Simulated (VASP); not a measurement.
# TiO2 (Rutile) (P4_2/mnm) in VASP: further runs

TiO2 (Rutile) is run at these levels: PBE; tasks: single point.

Everything below comes from runs of VASP 6.6.1. Logs are shortened: lines on timing, memory, paths and dates and some standing lists are left out, and cuts for length are marked.

**1. The cell of the first run**

The structure is tetragonal, space group P4_2/mnm (No. 136). The conventional cell has a = 4.454 Å, b = 4.454 Å, c = 2.957 Å, α = 90.00°, β = 90.00°, γ = 90.00°. Within 2.5 Å of Ti (site symmetry mmm) lie 6 O at 1.92 Å. O (site symmetry m2m) has 3 Ti at 1.92 Å and 1 O at 2.46 Å within 2.5 Å.

**2. Single point, PBE**

Input file INCAR:

```
SYSTEM = TiO2
  PREC = Accurate
  ENCUT = 520
  EDIFF = 1E-6
  ISMEAR = 0
  SIGMA = 0.05
  LREAL = .FALSE.
  LASPH = .TRUE.
  NELM = 60
  ALGO = Normal
  ISIF = 2
  LWAVE = .FALSE.
  LCHARG = .FALSE.
  GGA = PE
  NBANDS = 33
```

Input file KPOINTS:

```
regular mesh
0
G
  4 4 6
  0 0 0
```

Input file POSCAR:

```
TiO2
1.0
    4.4544340000      0.0000000000      0.0000000000
    0.0000000000      4.4544340000      0.0000000000
    0.0000000000      0.0000000000      2.9574000000
Ti O
2 4
Direct
    0.0000000000      0.0000000000      0.0000000000
    0.5000000000      0.5000000000      0.5000000000
    0.3049600000      0.3049600000      0.0000000000
    0.1950400000      0.8049600000      0.5000000000
    0.6950400000      0.6950400000      0.0000000000
    0.8049600000      0.1950400000      0.5000000000
```

Potentials or basis: VASP PAW PBE potentials, release 64 (Ti_sv, O).

Started as:

```console
$ cat potpaw_PBE.64/Ti_sv/POTCAR potpaw_PBE.64/O/POTCAR > POTCAR
$ mpirun -np 1 vasp_std > vasp.out
```

OUTCAR:

```text
SYSTEM = TiO2
   PREC = Accurate
   ENCUT = 520
   EDIFF = 1E-6
   ISMEAR = 0
   LREAL = .FALSE.
   LASPH = .TRUE.
   NELM = 60
   ISIF = 2
   GGA = PE

 ion  position               nearest neighbor table
   1  0.000  0.000  0.000-   3 1.92   5 1.92   4 1.92   6 1.92   4 1.92   6 1.92
   2  0.500  0.500  0.500-   4 1.92   6 1.92   5 1.92   3 1.92   3 1.92   5 1.92
   3  0.305  0.305  0.000-   1 1.92   2 1.92   2 1.92
   4  0.195  0.805  0.500-   2 1.92   1 1.92   1 1.92
   5  0.695  0.695  0.000-   1 1.92   2 1.92   2 1.92
   6  0.805  0.195  0.500-   2 1.92   1 1.92   1 1.92

  LATTYP: Found a simple tetragonal cell.
 ALAT       =     4.4544340000
 C/A-ratio  =     0.6639227341

  Lattice vectors:

 A1 = (   4.4544340000,   0.0000000000,   0.0000000000)
 A2 = (   0.0000000000,   4.4544340000,   0.0000000000)
 A3 = (   0.0000000000,   0.0000000000,   2.9574000000)

Analysis of symmetry for initial positions (statically):
=====================================================================
 Subroutine PRICEL returns:
 Original cell was already a primitive cell.

 Routine SETGRP: Setting up the symmetry group for a
 simple tetragonal supercell.

 Subroutine GETGRP returns: Found 16 space group operations
 (whereof  8 operations were pure point group operations)
 out of a pool of 16 trial point group operations.

The static configuration has the point symmetry D_2h.
 The point group associated with its full space group is D_4h.

Analysis of symmetry for dynamics (positions and initial velocities):
=====================================================================
 Subroutine PRICEL returns:
 Original cell was already a primitive cell.

 Routine SETGRP: Setting up the symmetry group for a
 simple tetragonal supercell.

 Subroutine GETGRP returns: Found 16 space group operations
 (whereof  8 operations were pure point group operations)
 out of a pool of 16 trial point group operations.

The dynamic configuration has the point symmetry D_2h.
 The point group associated with its full space group is D_4h.

 Subroutine INISYM returns: Found 16 space group operations
 (whereof  8 operations are pure point group operations),
 and found     1 'primitive' translations

----------------------------------------------------------------------------------------

                                     Primitive cell

  volume of cell :      58.6807

  direct lattice vectors                    reciprocal lattice vectors
     4.454434000  0.000000000  0.000000000     0.224495413  0.000000000  0.000000000
     0.000000000  4.454434000  0.000000000     0.000000000  0.224495413  0.000000000
     0.000000000  0.000000000  2.957400000     0.000000000  0.000000000  0.338134848

  length of vectors
     4.454434000  4.454434000  2.957400000     0.224495413  0.224495413  0.338134848

  position of ions in fractional coordinates (direct lattice)
     0.000000000  0.000000000  0.000000000
     0.500000000  0.500000000  0.500000000
     0.304960000  0.304960000  0.000000000
     0.195040000  0.804960000  0.500000000
     0.695040000  0.695040000  0.000000000
     0.804960000  0.195040000  0.500000000

  ion indices of the primitive-cell ions
   primitive index   ion index
                 1           1
                 2           2
                 3           3
                 4           4
                 5           5
                 6           6

----------------------------------------------------------------------------------------

 KPOINTS: regular mesh

Automatic generation of k-mesh.
 Grid dimensions read from file:
 generate k-points for:    4    4    6

 Generating k-lattice:

  Cartesian coordinates                     Fractional coordinates (reciprocal lattice)
     0.056123853  0.000000000  0.000000000     0.250000000  0.000000000  0.000000000
     0.000000000  0.056123853  0.000000000     0.000000000  0.250000000  0.000000000
     0.000000000  0.000000000  0.056355808     0.000000000  0.000000000  0.166666667

  Length of vectors
     0.056123853  0.056123853  0.056355808

  Shift w.r.t. Gamma in fractional coordinates (k-lattice)
     0.000000000  0.000000000  0.000000000

 Subroutine IBZKPT returns following result:
 ===========================================

 Found     24 irreducible k-points:

 Following reciprocal coordinates:
            Coordinates               Weight
  0.000000  0.000000  0.000000      1.000000
  0.250000  0.000000  0.000000      4.000000
  0.500000  0.000000  0.000000      2.000000
  0.250000  0.250000  0.000000      4.000000
  0.500000  0.250000  0.000000      4.000000
  0.500000  0.500000  0.000000      1.000000
[... 16 lines left out ...]
  0.500000  0.250000  0.500000      4.000000
  0.500000  0.500000  0.500000      1.000000
   k-points           NKPTS =     24   k-points in BZ     NKDIM =     24   number of bands    NBANDS=     33
   number of dos      NEDOS =    301   number of ions     NIONS =      6
   total plane-waves  NPLWV =  31104
   dimension x,y,z NGX =    36 NGY =   36 NGZ =   24
   dimension x,y,z NGXF=    72 NGYF=   72 NGZF=   48
   ions per type =               2   4
   NGX,Y,Z   is equivalent  to a cutoff of  13.44, 13.44, 13.49 a.u.
   NGXF,Y,Z  is equivalent  to a cutoff of  26.87, 26.87, 26.98 a.u.
 SYSTEM =  TiO2
   PREC   = accura    normal or accurate (medium, high low for compatibility)
   ISTART =      0    job   : 0-new  1-cont  2-samecut
   ICHARG =      2    charge: 1-file 2-atom 10-const
   ISPIN  =      1    spin polarized calculation?
   LNONCOLLINEAR =      F non collinear calculations
   LSORBIT =      F    spin-orbit coupling
   LASPH  =      T    aspherical Exc in radial PAW
   ENCUT  =  520.0 eV  38.22 Ry    6.18 a.u.   8.28  8.28  5.50*2*pi/ulx,y,z
   NELM   =     60;   NELMIN=  2; NELMDL= -5     # of ELM steps
   EDIFF  = 0.1E-05   stopping-criterion for ELM
   LREAL  =      F    real-space projection
   EDIFFG = 0.1E-04   stopping-criterion for IOM
   NSW    =      0    number of steps for IOM
   IBRION =     -1    ionic relax: 0-MD 1-quasi-New 2-CG
   NFREE  =      0    steps in history (QN), initial steepest desc. (CG)
   ISIF   =      2    stress and relaxation
   ISYM   =      2    0-nonsym 1-usesym 2-fastsym
   POTIM  = 0.5000    time-step for ionic-motion
   TEBEG  =    0.0;   TEEND  =   0.0 temperature during run
   PSTRESS=    0.0 pullay stress
   NELECT =      48.0000    total number of electrons
   NUPDOWN=      -1.0000    fix difference up-down
   EMIN   =  10.00;   EMAX   =-10.00  energy-range for DOS
   EFERMI =   0.00;   METHOD = LEGACY
   ISMEAR =     0;   SIGMA  =   0.05  broadening in eV -4-tet -1-fermi 0-gaus
   EFERMI_NEDOS =   21; number of points for ismear=-14 and -15
   IALGO  =     38    algorithm
   IMIX   =      4    mixing-type and parameters
     AMIX     =   0.40;   BMIX     =  1.00
     AMIX_MAG =   1.60;   BMIX_MAG =  1.00
  volume/ion in A,a.u.               =       9.78        66.00
  Fermi-wavevector in a.u.,A,eV,Ry     =   1.531053  2.893270 31.893730  2.344123
  Thomas-Fermi vector in A             =   2.638451
   LORBIT       =      0    0 simple, 1 ext, 2 COOP (PROOUT), +10 PAW based schemes
   GGA     = PE    functional components
   LHFCALC =     F    Hartree Fock is set to
   AEXX    =    0.0000 exact exchange contribution
   IVDW    =     0    specifies the selected vdW correction
   LEPSILON=     F    determine dielectric tensor
   LRPA    =     F    only Hartree local field effects (RPA)
 non-spin polarized calculation
 Gauss-broadening in eV      SIGMA  =   0.05
  energy-cutoff  :      520.00
  volume of cell :       58.68
 maximum number of plane-waves:      1600
 NGX is ok and might be reduce to    36
   NGX = 17   NGY = 17   NGZ = 11

 number of electron      47.9999964 magnetization

 Free energy of the ion-electron system (eV)
  ---------------------------------------------------
  ext. energy  EPLUGINS =         0.00000000
  ---------------------------------------------------
  free energy    TOTEN  =       -53.29928644 eV

  energy without entropy =      -53.29928644  energy(sigma->0) =      -53.29928644

 E-fermi :   5.8183     XC(G=0): -11.7573

 val. band max:        5.5949856994   @ k =   0.0000   0.0000   0.0000
 cond. band min:       7.5711090593   @ k =   0.0000   0.0000   0.0000
 fundamental gap:      1.9761233599
 Fermi energy:         5.8182939324

 k-point     1 :       0.0000    0.0000    0.0000
  band No.  band energies     occupation
      1     -51.2045      2.00000
      2     -51.1792      2.00000
      3     -27.5794      2.00000
      4     -27.5794      2.00000
      5     -27.3649      2.00000
      6     -27.3649      2.00000
[... 25 lines left out ...]
     32      12.6373      0.00000
     33      12.6393      0.00000

 k-point     2 :       0.2500    0.0000    0.0000
  band No.  band energies     occupation
      1     -51.2007      2.00000
      2     -51.1829      2.00000
      3     -27.5530      2.00000
      4     -27.5501      2.00000
      5     -27.3979      2.00000
      6     -27.3949      2.00000
[... 25 lines left out ...]
     32      12.4061      0.00000
     33      12.4507      0.00000

 k-point     3 :       0.5000    0.0000    0.0000
  band No.  band energies     occupation
      1     -51.1918      2.00000
      2     -51.1918      2.00000
      3     -27.4994      2.00000
      4     -27.4994      2.00000
      5     -27.4521      2.00000
      6     -27.4521      2.00000
[... 25 lines left out ...]
     32      12.2027      0.00000
     33      12.2891      0.00000

 k-point     4 :       0.2500    0.2500    0.0000
  band No.  band energies     occupation
      1     -51.1981      2.00000
      2     -51.1854      2.00000
      3     -27.5889      2.00000
      4     -27.5005      2.00000
      5     -27.4510      2.00000
      6     -27.3594      2.00000
[... 25 lines left out ...]
     32      12.1950      0.00000
     33      12.6317      0.00000

 k-point     5 :       0.5000    0.2500    0.0000
  band No.  band energies     occupation
      1     -51.1917      2.00000
      2     -51.1917      2.00000
      3     -27.5640      2.00000
      4     -27.5640      2.00000
      5     -27.3880      2.00000
      6     -27.3880      2.00000
[... 604 lines left out ...]
 k-point    22 :       0.2500    0.2500    0.5000
  band No.  band energies     occupation
      1     -51.1491      2.00000
      2     -51.1491      2.00000
      3     -27.8162      2.00000
      4     -27.8000      2.00000
      5     -27.4151      2.00000
      6     -27.3943      2.00000
[... 25 lines left out ...]
     32      11.8345      0.00000
     33      11.9989      0.00000

 k-point    23 :       0.5000    0.2500    0.5000
  band No.  band energies     occupation
      1     -51.1490      2.00000
      2     -51.1490      2.00000
      3     -27.8080      2.00000
      4     -27.8080      2.00000
      5     -27.4057      2.00000
      6     -27.4057      2.00000
[... 25 lines left out ...]
     32      11.1736      0.00000
     33      12.7840      0.00000

 k-point    24 :       0.5000    0.5000    0.5000
  band No.  band energies     occupation
      1     -51.1490      2.00000
      2     -51.1490      2.00000
      3     -27.7969      2.00000
      4     -27.7969      2.00000
      5     -27.4171      2.00000
      6     -27.4171      2.00000
[... 25 lines left out ...]
     32      11.8215      0.00000
     33      12.0355      0.00000

------------------------ aborting loop because EDIFF is reached ----------------------------------------

  FORCE on cell =-STRESS in cart. coord.  units (eV):
  Direction    XX          YY          ZZ          XY          YZ          ZX
  --------------------------------------------------------------------------------------
  -------------------------------------------------------------------------------------
  Total        8.7440202      8.7440202      6.8095365      0.0000000      0.0000000      0.0000000
  in kB      238.7407807    238.7407807    185.9229533      0.0000000      0.0000000      0.0000000
  external PRESSURE =     221.1348382 kB  Pullay stress =       0.0000000 kB

 VOLUME and BASIS-vectors are now :
 -----------------------------------------------------------------------------
  energy-cutoff  :      520.00
  volume of cell :       58.68
      direct lattice vectors                 reciprocal lattice vectors
     4.454434000  0.000000000  0.000000000     0.224495413  0.000000000  0.000000000
     0.000000000  4.454434000  0.000000000     0.000000000  0.224495413  0.000000000
     0.000000000  0.000000000  2.957400000     0.000000000  0.000000000  0.338134848

 POSITION                                       TOTAL-FORCE (eV/Angst)
 -----------------------------------------------------------------------------------
      0.00000      0.00000      0.00000         0.000000      0.000000      0.000000
      2.22722      2.22722      1.47870         0.000000      0.000000      0.000000
      1.35842      1.35842      0.00000        -0.230502     -0.230502     -0.000000
      0.86879      3.58564      1.47870         0.230502     -0.230502      0.000000
      3.09601      3.09601      0.00000         0.230502      0.230502      0.000000
      3.58564      0.86879      1.47870        -0.230502      0.230502      0.000000
 -----------------------------------------------------------------------------------
    total drift:                                0.000000      0.000000     -0.000000

  FREE ENERGIE OF THE ION-ELECTRON SYSTEM (eV)
  ---------------------------------------------------
  free  energy   TOTEN  =       -53.2992864397 eV

  energy  without entropy=      -53.2992864397  energy(sigma->0) =      -53.29928644
```

Run time: 43 s. Hardware: 1 thread of Intel Xeon 6975P-C, shared host; peak memory 0.19 GiB.

What came out:

* Free energy: -53.2993 eV
* Pressure: 22.1 GPa
* Largest force: 0.326 eV/Å
* Band gap on the k mesh: 1.98 eV, direct

Forces on the atoms (eV/Å):
```
Ti   0.000  0.000  0.000
Ti   0.000  0.000  0.000
O   -0.231 -0.231  0.000
O    0.231 -0.231  0.000
O    0.231  0.231  0.000
O   -0.231  0.231  0.000
```

A k mesh can miss the band edges. PBE gaps usually lie below the measured ones, often by a third to a half.

**3. Single point, PBE**

This run uses another cell than the first one, of 10.08 Å³/atom, 1.031 times its volume.

Input file INCAR:

```
SYSTEM = TiO2
PREC = Accurate
ENCUT = 520
EDIFF = 1E-6
ISMEAR = 0
SIGMA = 0.05
LREAL = .FALSE.
LASPH = .TRUE.
NELM = 100
ALGO = Normal
ISIF = 2
LWAVE = .FALSE.
LCHARG = .FALSE.
GGA = PE
NBANDS = 33
```

KPOINTS is that of step 2.

Edit POSCAR of step 2 so:

```diff
@@ -2,4 +2,4 @@
 1.0
-    4.4544340000      0.0000000000      0.0000000000
-    0.0000000000      4.4544340000      0.0000000000
+    4.5233170000      0.0000000000      0.0000000000
+    0.0000000000      4.5233170000      0.0000000000
     0.0000000000      0.0000000000      2.9574000000
```

Potentials or basis: VASP PAW PBE potentials, release 64 (Ti_sv, O).

Started as:

```console
$ cat potpaw_PBE.64/Ti_sv/POTCAR potpaw_PBE.64/O/POTCAR > POTCAR
$ mpirun -np 1 vasp_std > vasp.out
```

Wall time 61 s (1 thread of Intel Xeon 6975P-C, shared host); peak memory 0.19 GiB.

The run converged. Its results:

- Free energy: -53.5195 eV
- Pressure: 13.5 GPa
- Largest force: 0.244 eV/Å
- Band gap on the k mesh: 1.92 eV, direct

Forces in eV/Å, atoms in the order of the input:
```
Ti   0.000  0.000  0.000
Ti   0.000  0.000  0.000
O   -0.172 -0.172  0.000
O    0.172 -0.172  0.000
O    0.172  0.172  0.000
O   -0.172  0.172  0.000
```

Stress tensor (GPa, compression positive):
```
14.44  0.00  0.00
 0.00 14.44  0.00
 0.00  0.00 11.72
```

Levels at points of the mesh, in eV from the valence-band top:
```csv
k point,band 20,band 21,band 22,band 23,band 24,band 25,band 26,band 27,band 28,band 29
"(0.00, 0.00, 0.00)",-2.13,-0.76,-0.45,-0.45,0.00,1.92,2.27,2.42,2.52,2.52
"(0.50, 0.00, 0.00)",-3.11,-1.77,-1.77,-0.79,-0.79,2.64,2.64,3.10,3.10,3.64
"(0.50, 0.50, 0.00)",-2.26,-1.40,-1.40,-1.05,-1.05,1.98,1.98,2.55,2.55,3.92
"(0.00, 0.00, 0.50)",-2.73,-2.55,-2.55,-1.45,-1.45,3.07,3.07,3.15,3.15,3.81
"(0.50, 0.00, 0.50)",-2.45,-2.11,-2.11,-1.09,-1.09,1.94,1.94,3.19,3.19,4.05
"(0.50, 0.50, 0.50)",-2.70,-1.37,-1.37,-0.67,-0.67,2.66,2.66,3.21,3.21,3.32
```

A k mesh can miss the band edges. As with any semilocal functional, this PBE gap is likely too small.
